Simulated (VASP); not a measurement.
# CdS4 (P4/mmm) in VASP: further runs

Runs on CdS4. Level: PBE. Tasks: single point.

Program: VASP 6.6.1. These are calculated values, not measurements. Logs are shortened: lines on timing, memory, paths and dates and some standing lists are left out, and cuts for length are marked.

### 1 The cell of the first run

Symmetry: P4/mmm, No. 123, tetragonal system. Conventional cell: a = 4.688 Å, b = 4.688 Å, c = 6.150 Å, α = 90.00°, β = 90.00°, γ = 90.00°. Within 4.2 Å of Cd (site symmetry 4/mmm) lie 8 S at 3.17 Å. S (site symmetry 2mm) has 1 S at 1.88 Å within 2.5 Å.

The cell was generated, and may not be a known phase.

### 2 Single point, PBE

Input file INCAR:

```
SYSTEM = CdS4
PREC = Accurate
ENCUT = 630
EDIFF = 1E-6
ISMEAR = 0
SIGMA = 0.1
LREAL = .False.
LASPH = .True.
NELM = 120
ALGO = Normal
ISIF = 2
LWAVE = .False.
LCHARG = .True.
GGA = PE
LELF = .True.
LVHAR = .True.
NBANDS = 30
GGA_COMPAT = .False.
```

Input file KPOINTS:

```
Automatic mesh
0
Gamma
  4 4 4
  0 0 0
```

Input file POSCAR:

```
CdS4
1.0
    4.6883412500      0.0000000000      0.0000000000
    0.0000000000      4.6883412500      0.0000000000
    0.0000000000      0.0000000000      6.1499471800
Cd S
1 4
Direct
    0.0000000000      0.0000000000      0.5000000000
    0.0000000000      0.5000000000      0.1530061900
    0.5000000000      0.0000000000      0.1530061900
    0.0000000000      0.5000000000      0.8469938100
    0.5000000000      0.0000000000      0.8469938100
```

Potentials or basis: VASP PAW PBE potentials, release 64 (Cd_sv_GW, S).

Run with:

```sh
$ cat potpaw_PBE.64/Cd_sv_GW/POTCAR potpaw_PBE.64/S/POTCAR > POTCAR
$ mpirun -np 1 vasp_std > vasp.out
```

OUTCAR:

```text
SYSTEM = CdS4
   PREC = Accurate
   ENCUT = 630
   EDIFF = 1E-6
   ISMEAR = 0
   LREAL = .False.
   LASPH = .True.
   NELM = 120
   ISIF = 2
   GGA = PE

 ion  position               nearest neighbor table
   1  0.000  0.000  0.500-
   2  0.000  0.500  0.153-   4 1.88
   3  0.500  0.000  0.153-   5 1.88
   4  0.000  0.500  0.847-   2 1.88
   5  0.500  0.000  0.847-   3 1.88

  LATTYP: Found a simple tetragonal cell.
 ALAT       =     4.6883412500
 C/A-ratio  =     1.3117533157

  Lattice vectors:

 A1 = (   4.6883412500,   0.0000000000,   0.0000000000)
 A2 = (   0.0000000000,   4.6883412500,   0.0000000000)
 A3 = (   0.0000000000,   0.0000000000,   6.1499471800)

Analysis of symmetry for initial positions (statically):
=====================================================================
 Subroutine PRICEL returns:
 Original cell was already a primitive cell.

 Routine SETGRP: Setting up the symmetry group for a
 simple tetragonal supercell.

 Subroutine GETGRP returns: Found 16 space group operations
 (whereof 16 operations were pure point group operations)
 out of a pool of 16 trial point group operations.

The static configuration has the point symmetry D_4h.

Analysis of symmetry for dynamics (positions and initial velocities):
=====================================================================
 Subroutine PRICEL returns:
 Original cell was already a primitive cell.

 Routine SETGRP: Setting up the symmetry group for a
 simple tetragonal supercell.

 Subroutine GETGRP returns: Found 16 space group operations
 (whereof 16 operations were pure point group operations)
 out of a pool of 16 trial point group operations.

The dynamic configuration has the point symmetry D_4h.

 Subroutine INISYM returns: Found 16 space group operations
 (whereof 16 operations are pure point group operations),
 and found     1 'primitive' translations

----------------------------------------------------------------------------------------

                                     Primitive cell

  volume of cell :     135.1792

  direct lattice vectors                    reciprocal lattice vectors
     4.688341250  0.000000000  0.000000000     0.213295054  0.000000000  0.000000000
     0.000000000  4.688341250  0.000000000     0.000000000  0.213295054  0.000000000
     0.000000000  0.000000000  6.149947180     0.000000000  0.000000000  0.162603023

  length of vectors
     4.688341250  4.688341250  6.149947180     0.213295054  0.213295054  0.162603023

  position of ions in fractional coordinates (direct lattice)
     0.000000000  0.000000000  0.500000000
     0.000000000  0.500000000  0.153006190
     0.500000000  0.000000000  0.153006190
     0.000000000  0.500000000  0.846993810
     0.500000000  0.000000000  0.846993810

  ion indices of the primitive-cell ions
   primitive index   ion index
                 1           1
                 2           2
                 3           3
                 4           4
                 5           5

----------------------------------------------------------------------------------------

 KPOINTS: Automatic mesh

Automatic generation of k-mesh.
 Grid dimensions read from file:
 generate k-points for:    4    4    4

 Generating k-lattice:

  Cartesian coordinates                     Fractional coordinates (reciprocal lattice)
     0.053323763  0.000000000  0.000000000     0.250000000  0.000000000  0.000000000
     0.000000000  0.053323763  0.000000000     0.000000000  0.250000000  0.000000000
     0.000000000  0.000000000  0.040650756     0.000000000  0.000000000  0.250000000

  Length of vectors
     0.053323763  0.053323763  0.040650756

  Shift w.r.t. Gamma in fractional coordinates (k-lattice)
     0.000000000  0.000000000  0.000000000

 Subroutine IBZKPT returns following result:
 ===========================================

 Found     18 irreducible k-points:

 Following reciprocal coordinates:
            Coordinates               Weight
  0.000000  0.000000  0.000000      1.000000
  0.250000  0.000000  0.000000      4.000000
  0.500000  0.000000  0.000000      2.000000
  0.250000  0.250000  0.000000      4.000000
  0.500000  0.250000  0.000000      4.000000
  0.500000  0.500000  0.000000      1.000000
[... 10 lines left out ...]
  0.500000  0.250000  0.500000      4.000000
  0.500000  0.500000  0.500000      1.000000
   k-points           NKPTS =     18   k-points in BZ     NKDIM =     18   number of bands    NBANDS=     30
   number of dos      NEDOS =    301   number of ions     NIONS =      5
   total plane-waves  NPLWV =  80000
   dimension x,y,z NGX =    40 NGY =   40 NGZ =   50
   dimension x,y,z NGXF=    80 NGYF=   80 NGZF=  100
   ions per type =               1   4
   NGX,Y,Z   is equivalent  to a cutoff of  14.18, 14.18, 13.52 a.u.
   NGXF,Y,Z  is equivalent  to a cutoff of  28.37, 28.37, 27.03 a.u.
 SYSTEM =  CdS4
   PREC   = accura    normal or accurate (medium, high low for compatibility)
   ISTART =      0    job   : 0-new  1-cont  2-samecut
   ICHARG =      2    charge: 1-file 2-atom 10-const
   ISPIN  =      1    spin polarized calculation?
   LNONCOLLINEAR =      F non collinear calculations
   LSORBIT =      F    spin-orbit coupling
   LASPH  =      T    aspherical Exc in radial PAW
   ENCUT  =  630.0 eV  46.30 Ry    6.80 a.u.   9.60  9.60 12.59*2*pi/ulx,y,z
   NELM   =    120;   NELMIN=  2; NELMDL= -5     # of ELM steps
   EDIFF  = 0.1E-05   stopping-criterion for ELM
   LREAL  =      F    real-space projection
   EDIFFG = 0.1E-04   stopping-criterion for IOM
   NSW    =      0    number of steps for IOM
   IBRION =     -1    ionic relax: 0-MD 1-quasi-New 2-CG
   NFREE  =      0    steps in history (QN), initial steepest desc. (CG)
   ISIF   =      2    stress and relaxation
   ISYM   =      2    0-nonsym 1-usesym 2-fastsym
   POTIM  = 0.5000    time-step for ionic-motion
   TEBEG  =    0.0;   TEEND  =   0.0 temperature during run
   PSTRESS=    0.0 pullay stress
   NELECT =      44.0000    total number of electrons
   NUPDOWN=      -1.0000    fix difference up-down
   EMIN   =  10.00;   EMAX   =-10.00  energy-range for DOS
   EFERMI =   0.00;   METHOD = LEGACY
   ISMEAR =     0;   SIGMA  =   0.10  broadening in eV -4-tet -1-fermi 0-gaus
   EFERMI_NEDOS =   21; number of points for ismear=-14 and -15
   IALGO  =     38    algorithm
   IMIX   =      4    mixing-type and parameters
     AMIX     =   0.40;   BMIX     =  1.00
     AMIX_MAG =   1.60;   BMIX_MAG =  1.00
  volume/ion in A,a.u.               =      27.04       182.45
  Fermi-wavevector in a.u.,A,eV,Ry     =   1.126132  2.128080 17.254531  1.268172
  Thomas-Fermi vector in A             =   2.262812
   LORBIT       =      0    0 simple, 1 ext, 2 COOP (PROOUT), +10 PAW based schemes
   GGA     = PE    functional components
   LHFCALC =     F    Hartree Fock is set to
   AEXX    =    0.0000 exact exchange contribution
   IVDW    =     0    specifies the selected vdW correction
   LEPSILON=     F    determine dielectric tensor
   LRPA    =     F    only Hartree local field effects (RPA)
 non-spin polarized calculation
 Gauss-broadening in eV      SIGMA  =   0.10
  energy-cutoff  :      630.00
  volume of cell :      135.18
 maximum number of plane-waves:      4877
 NGX is ok and might be reduce to    40
   NGX = 19   NGY = 19   NGZ = 25

 number of electron      44.0000013 magnetization

 Free energy of the ion-electron system (eV)
  ---------------------------------------------------
  ext. energy  EPLUGINS =         0.00000000
  ---------------------------------------------------
  free energy    TOTEN  =       -16.00199860 eV

  energy without entropy =      -15.98976508  energy(sigma->0) =      -15.99588184

 E-fermi :   2.8575     XC(G=0):  -8.4837

 val. band max:        2.8332798764   @ k =   0.2500   0.0000   0.0000
 cond. band min:       2.8596226411   @ k =   0.2500   0.2500   0.5000
 fundamental gap:      0.0263427647
 Fermi energy:         2.8575346787

 k-point     1 :       0.0000    0.0000    0.0000
  band No.  band energies     occupation
      1     -99.4941      2.00000
      2     -60.5639      2.00000
      3     -60.5639      2.00000
      4     -60.5204      2.00000
      5     -13.6981      2.00000
      6     -12.7949      2.00000
[... 22 lines left out ...]
     29       7.4799      0.00000
     30       7.9003      0.00000

 k-point     2 :       0.2500    0.0000    0.0000
  band No.  band energies     occupation
      1     -99.4941      2.00000
      2     -60.5639      2.00000
      3     -60.5639      2.00000
      4     -60.5204      2.00000
      5     -13.5709      2.00000
      6     -12.9316      2.00000
[... 22 lines left out ...]
     29       7.7305      0.00000
     30       8.5452      0.00000

 k-point     3 :       0.5000    0.0000    0.0000
  band No.  band energies     occupation
      1     -99.4941      2.00000
      2     -60.5639      2.00000
      3     -60.5639      2.00000
      4     -60.5204      2.00000
      5     -13.2608      2.00000
      6     -13.2514      2.00000
[... 22 lines left out ...]
     29       9.5004      0.00000
     30       9.5895      0.00000

 k-point     4 :       0.2500    0.2500    0.0000
  band No.  band energies     occupation
      1     -99.4941      2.00000
      2     -60.5639      2.00000
      3     -60.5639      2.00000
      4     -60.5205      2.00000
      5     -13.4721      2.00000
      6     -13.0180      2.00000
[... 418 lines left out ...]
     29       9.4114      0.00000
     30       9.4973      0.00000

 k-point    17 :       0.5000    0.2500    0.5000
  band No.  band energies     occupation
      1     -99.4941      2.00000
      2     -60.5639      2.00000
      3     -60.5639      2.00000
      4     -60.5204      2.00000
      5     -13.2293      2.00000
      6     -13.2289      2.00000
[... 22 lines left out ...]
     29      10.0145      0.00000
     30      10.0626      0.00000

 k-point    18 :       0.5000    0.5000    0.5000
  band No.  band energies     occupation
      1     -99.4941      2.00000
      2     -60.5639      2.00000
      3     -60.5639      2.00000
      4     -60.5204      2.00000
      5     -13.2141      2.00000
      6     -13.2141      2.00000
[... 22 lines left out ...]
     29       9.6191      0.00000
     30       9.7054      0.00000

------------------------ aborting loop because EDIFF is reached ----------------------------------------

  FORCE on cell =-STRESS in cart. coord.  units (eV):
  Direction    XX          YY          ZZ          XY          YZ          ZX
  --------------------------------------------------------------------------------------
  -------------------------------------------------------------------------------------
  Total       -0.5673241     -0.5673241      2.2604503      0.0000000      0.0000000      0.0000000
  in kB       -6.7240663     -6.7240663     26.7914200      0.0000000      0.0000000      0.0000000
  external PRESSURE =       4.4477624 kB  Pullay stress =       0.0000000 kB

 VOLUME and BASIS-vectors are now :
 -----------------------------------------------------------------------------
  energy-cutoff  :      630.00
  volume of cell :      135.18
      direct lattice vectors                 reciprocal lattice vectors
     4.688341250  0.000000000  0.000000000     0.213295054  0.000000000  0.000000000
     0.000000000  4.688341250  0.000000000     0.000000000  0.213295054  0.000000000
     0.000000000  0.000000000  6.149947180     0.000000000  0.000000000  0.162603023

 POSITION                                       TOTAL-FORCE (eV/Angst)
 -----------------------------------------------------------------------------------
      0.00000      0.00000      3.07497         0.000000      0.000000      0.000000
      0.00000      2.34417      0.94098         0.000000     -0.000000      1.313914
      2.34417      0.00000      0.94098         0.000000      0.000000      1.313914
      0.00000      2.34417      5.20897        -0.000000     -0.000000     -1.313914
      2.34417      0.00000      5.20897        -0.000000      0.000000     -1.313914
 -----------------------------------------------------------------------------------
    total drift:                               -0.000000     -0.000000      0.000000

  FREE ENERGIE OF THE ION-ELECTRON SYSTEM (eV)
  ---------------------------------------------------
  free  energy   TOTEN  =       -16.0019985957 eV

  energy  without entropy=      -15.9897650773  energy(sigma->0) =      -15.99588184
```

It took 56 s on 1 thread of AMD EPYC 9R45 (Zen 5), shared host; peak memory 0.3 GiB.

Results:

```yaml
Free_energy: -16.0020 eV
Pressure: 0.4 GPa
Largest_force: 1.314 eV/Å
Band_gap_on_the_k_mesh: zero (bands 22 and 23 overlap by 1.61 eV)
```

Forces on the atoms (eV/Å):
```
Cd   0.000  0.000  0.000
S    0.000  0.000  1.314
S    0.000  0.000  1.314
S    0.000  0.000 -1.314
S    0.000  0.000 -1.314
```

Caveat: forces of over 1 eV/Å act on the atoms, so gaps and moduli don't describe the material at rest.

### 3 Single point, PBE

This run uses another cell than the first one, of 23.37 Å³/atom.

INCAR, as its differences from that of step 2:

```diff
@@ -12,6 +12,4 @@
 LWAVE = .False.
-LCHARG = .True.
+LCHARG = .False.
 GGA = PE
-LELF = .True.
-LVHAR = .True.
 NBANDS = 30
```

Input file KPOINTS:

```
Automatic mesh
0
Gamma
  8 8 8
  0 0 0
```

Input file POSCAR:

```
CdS4
1.0
    4.8392421692      0.0000000000      0.0000000000
    0.0000000000      4.8392421692      0.0000000000
    0.0000000000      0.0000000000      4.9894594476
Cd S
1 4
Direct
    0.0000000000      0.0000000000      0.5000000000
    0.0000000000      0.5000000000      0.1982887845
    0.5000000000      0.0000000000      0.1982887845
    0.0000000000      0.5000000000      0.8017112155
    0.5000000000      0.0000000000      0.8017112155
```

Potentials or basis: VASP PAW PBE potentials, release 64 (Cd_sv_GW, S).

Run with:

```sh
$ cat potpaw_PBE.64/Cd_sv_GW/POTCAR potpaw_PBE.64/S/POTCAR > POTCAR
$ mpirun -np 1 vasp_std > vasp.out
```

OUTCAR:

```text
SYSTEM = CdS4
   PREC = Accurate
   ENCUT = 630
   EDIFF = 1E-6
   ISMEAR = 0
   LREAL = .False.
   LASPH = .True.
   NELM = 120
   ISIF = 2
   GGA = PE

 ion  position               nearest neighbor table
   1  0.000  0.000  0.500-
   2  0.000  0.500  0.198-   4 1.98
   3  0.500  0.000  0.198-   5 1.98
   4  0.000  0.500  0.802-   2 1.98
   5  0.500  0.000  0.802-   3 1.98

  LATTYP: Found a simple tetragonal cell.
 ALAT       =     4.8392421692
 C/A-ratio  =     1.0310414881

  Lattice vectors:

 A1 = (   4.8392421692,   0.0000000000,   0.0000000000)
 A2 = (   0.0000000000,   4.8392421692,   0.0000000000)
 A3 = (   0.0000000000,   0.0000000000,   4.9894594476)

Analysis of symmetry for initial positions (statically):
=====================================================================
 Subroutine PRICEL returns:
 Original cell was already a primitive cell.

 Routine SETGRP: Setting up the symmetry group for a
 simple tetragonal supercell.

 Subroutine GETGRP returns: Found 16 space group operations
 (whereof 16 operations were pure point group operations)
[... 171 lines left out ...]
 E-fermi :   3.8689     XC(G=0):  -9.1718

 val. band max:        3.8662980198   @ k =   0.3750   0.2500   0.1250
 cond. band min:       3.8880970749   @ k =   0.1250   0.1250   0.5000
 fundamental gap:      0.0217990552
 Fermi energy:         3.8688538152

 k-point     1 :       0.0000    0.0000    0.0000
  band No.  band energies     occupation
      1     -98.8470      2.00000
      2     -59.9137      2.00000
      3     -59.9137      2.00000
      4     -59.9065      2.00000
      5     -12.1627      2.00000
      6     -11.3356      2.00000
[... 781 lines left out ...]
     29      10.5334      0.00000
     30      10.5526      0.00000

 [... further k-points ...]

------------------------ aborting loop because EDIFF is reached ----------------------------------------

  FORCE on cell =-STRESS in cart. coord.  units (eV):
  Direction    XX          YY          ZZ          XY          YZ          ZX
  --------------------------------------------------------------------------------------
  -------------------------------------------------------------------------------------
  Total       -0.0553521     -0.0553521     -0.7104498      0.0000000     -0.0000000      0.0000000
  in kB       -0.7589901     -0.7589901     -9.7417224      0.0000000     -0.0000000      0.0000000
  external PRESSURE =      -3.7532342 kB  Pullay stress =       0.0000000 kB

 VOLUME and BASIS-vectors are now :
 -----------------------------------------------------------------------------
  energy-cutoff  :      630.00
  volume of cell :      116.84
      direct lattice vectors                 reciprocal lattice vectors
     4.839242169  0.000000000  0.000000000     0.206643926  0.000000000  0.000000000
     0.000000000  4.839242169  0.000000000     0.000000000  0.206643926  0.000000000
     0.000000000  0.000000000  4.989459448     0.000000000  0.000000000  0.200422513

 POSITION                                       TOTAL-FORCE (eV/Angst)
 -----------------------------------------------------------------------------------
      0.00000      0.00000      2.49473        -0.000000      0.000000      0.000000
      0.00000      2.41962      0.98935        -0.000000      0.000000     -0.170233
      2.41962      0.00000      0.98935         0.000000      0.000000     -0.170233
      0.00000      2.41962      4.00011        -0.000000      0.000000      0.170233
      2.41962      0.00000      4.00011        -0.000000      0.000000      0.170233
 -----------------------------------------------------------------------------------
    total drift:                               -0.000000     -0.000000      0.000000

  FREE ENERGIE OF THE ION-ELECTRON SYSTEM (eV)
  ---------------------------------------------------
  free  energy   TOTEN  =       -16.8384357535 eV

  energy  without entropy=      -16.8256435963  energy(sigma->0) =      -16.83203967
```

OSZICAR:

```text
N       E                     dE             d eps       ncg     rms          rms(c)
DAV:   1     0.595358786487E+03    0.59536E+03   -0.25639E+04  5164   0.170E+03
DAV:   2     0.623650960981E+02   -0.53299E+03   -0.47937E+03  4596   0.535E+02
DAV:   3    -0.133926379054E+02   -0.75758E+02   -0.73663E+02  7056   0.206E+02
DAV:   4    -0.172869857691E+02   -0.38943E+01   -0.38591E+01  5720   0.489E+01
DAV:   5    -0.174762265512E+02   -0.18924E+00   -0.18892E+00  7158   0.125E+01    0.220E+01
DAV:   6    -0.168954089888E+02    0.58082E+00   -0.11234E+00  7516   0.200E+01    0.144E+01
DAV:   7    -0.168493532513E+02    0.46056E-01   -0.65469E-01  6930   0.677E+00    0.377E+00
DAV:   8    -0.168393535811E+02    0.99997E-02   -0.78760E-02  6994   0.402E+00    0.612E-01
DAV:   9    -0.168382699172E+02    0.10837E-02   -0.99645E-03  6468   0.149E+00    0.152E-01
DAV:  10    -0.168384014792E+02   -0.13156E-03   -0.51227E-04  6400   0.168E-01    0.701E-02
DAV:  11    -0.168384339745E+02   -0.32495E-04   -0.57002E-05  5868   0.639E-02    0.193E-02
DAV:  12    -0.168384325210E+02    0.14534E-05   -0.21974E-05  6860   0.583E-02    0.115E-02
DAV:  13    -0.168384355818E+02   -0.30608E-05   -0.53662E-06  5268   0.172E-02    0.182E-03
DAV:  14    -0.168384357535E+02   -0.17167E-06   -0.19293E-07  3472   0.435E-03
   1 F= -.16838436E+02 E0= -.16832040E+02  d E =-.127922E-01
```

stdout:

```text
POSCAR found type information on POSCAR CdS
 POSCAR found :  2 types and       5 ions
 scaLAPACK will be used
 LDA part: xc-table for (Slater+PW92), standard interpolation
 POSCAR, INCAR and KPOINTS ok, starting setup
 FFT: planning ... GRIDC
 FFT: planning ... GRID_SOFT
 FFT: planning ... GRID
 WAVECAR not read
 entering main loop
```

Wall time 4.5 min (1 thread of Intel Xeon Platinum 8259CL at 2.50GHz (Skylake/Cascade Lake), shared host); peak memory 0.48 GiB.

Results:

| Quantity | Value |
| --- | --- |
| Free energy | -16.8384 eV |
| Pressure | -0.4 GPa |
| Largest force | 0.170 eV/Å |
| Band gap on the k mesh | zero (bands 22 and 23 overlap by 1.58 eV) |

Forces on the atoms (eV/Å):
```
Cd   0.000  0.000  0.000
S    0.000  0.000 -0.170
S    0.000  0.000 -0.170
S    0.000  0.000  0.170
S    0.000  0.000  0.170
```

The gap in the log of VASP goes by the Fermi energy; the results here count the filled bands.